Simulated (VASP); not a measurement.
# Rb: single point with r2SCAN

The system is Rb.

```
CELL_PARAMETERS angstrom
0.00000 3.19396 3.19396
3.19396 0.00000 3.19396
3.19396 3.19396 0.00000
ATOMIC_POSITIONS crystal
Rb 0.00000 0.00000 0.00000
```

This isn't the form of Rb at room conditions, which is bcc.

| Item | Value |
| --- | --- |
| Program | VASP 6.6.1 |
| Task | single point |
| Functional | r2SCAN |
| Potentials or basis | VASP PAW PBE potentials, release 64 (Rb_sv) |
| Cutoff | 520 eV |
| k mesh | 8 × 8 × 8 |
| Occupations | fermi-dirac, width 0.1 eV |
| Spin | no spin polarisation |

```yaml
Pressure: 2.0 GPa
Band_gap_on_the_k_mesh: zero (an odd number of electrons rules out a gap without spin polarisation)
```

Levels at points of the mesh, in eV from the Fermi level:
| k point | band 3 | band 4 | band 5 | band 6 | band 7 | band 8 |
| --- | --- | --- | --- | --- | --- | --- |
| (0.00, 0.00, 0.00) | -13.43 | -13.43 | -2.54 | 4.23 | 4.23 | 4.23 |
| (0.50, 0.00, 0.00) | -13.47 | -13.47 | 0.15 | 0.89 | 3.91 | 3.91 |
| (0.50, 0.50, 0.00) | -13.53 | -13.53 | 0.38 | 1.76 | 2.05 | 6.14 |

Run time: 2.8 min on 1 thread of Oxide Virtual Turin-like Processor (shared host), peak memory 0.18 GiB.

Caveat: the PAW data sets were made with another functional, which shifts forces and pressure a little.
